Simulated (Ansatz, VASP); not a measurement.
# Se in VASP and in Ansatz

```
Se
1.0
     2.81056    0.00000    0.00000
     0.00000    2.81056    0.00000
     0.00000    0.00000    2.52951
Se
1
Direct
  0.00000 0.00000 0.00000
```

Change from the starting cell: strain -0.1000 x Voigt [0, 0, 1, 0, 0, 0], atoms carried along.

Alike in both runs: task single point; functional LDA; k mesh 16 × 16 × 16; occupations gaussian, width 0.15 eV; no spin polarisation.

|  | VASP | Ansatz |
| --- | --- | --- |
| version | VASP 6.6.1 | Ansatz 0.2.0 |
| potentials or method | VASP PAW LDA potentials, release 64 (Se), cutoff 520 eV | scalar-relativistic, plane waves, PAW |
| valence electrons in the cell | 6 | 16 |

|  | VASP | Ansatz | Ansatz less VASP |
| --- | --- | --- | --- |
| gap on the k mesh at the Fermi level (eV) | none | none | - |
| pressure (GPa) | 8.1 | 7.8 | -0.30 |
| traceless stress, the component that is largest in VASP (GPa) | 11.32 | 11.21 | -0.115 |

LDA's correlation is that of Perdew and Zunger in VASP and of Perdew and Wang (1992) in Ansatz. A gap of «none» marks a metal or a gap that the smearing closes. VASP's potentials hold 6 valence electrons a cell and Ansatz's 16, so a difference there can come from the potentials and not from the codes.
